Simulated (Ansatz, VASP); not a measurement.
One calculation of Re, two programs

```
CELL_PARAMETERS angstrom
2.74231 0.00000 0.00000
-1.37115 2.37491 0.00000
0.00000 0.00000 31.22510
ATOMIC_POSITIONS crystal
Re 0.00000 0.00000 0.25197
Re 0.00000 0.00000 0.32449
```

Alike in both runs: task single point; functional PBE; k mesh 6 × 6 × 1; occupations gaussian, width 0.1 eV; collinear spin.

|  | VASP | Ansatz |
| --- | --- | --- |
| version | VASP 6.6.1 | Ansatz 0.2.0 |
| potentials or method | VASP PAW PBE potentials, release 64 (Re), cutoff 520 eV | scalar-relativistic, plane waves, PAW |
| valence electrons in the cell | 14 | 30 |

Ansatz gave:

| Item | Value |
| --- | --- |
| gap on the k mesh at the Fermi level (eV) | none |
| rms of the force components (eV/Å) | 0.018 |
| net moment per atom (μB) | 0.00 |

Task: Which values does VASP return?

Result: gap on the k mesh at the Fermi level (eV): none; rms of the force components (eV/Å): 0.257; net moment per atom (μB): 0.00.

Atom by atom the forces differ by 0.275 eV/Å (rms over components). A gap of «none» marks a metal or a gap that the smearing closes. One of these differences is far larger than is usual between the two programs; its cause wasn't traced. VASP's potentials hold 14 valence electrons a cell and Ansatz's 30, so a difference there can come from the potentials and not from the codes. Ansatz's warnings: seeded moment not kept.

The k mesh is coarse, so the values compare programs but aren't converged. Neither program's run includes spin-orbit coupling.
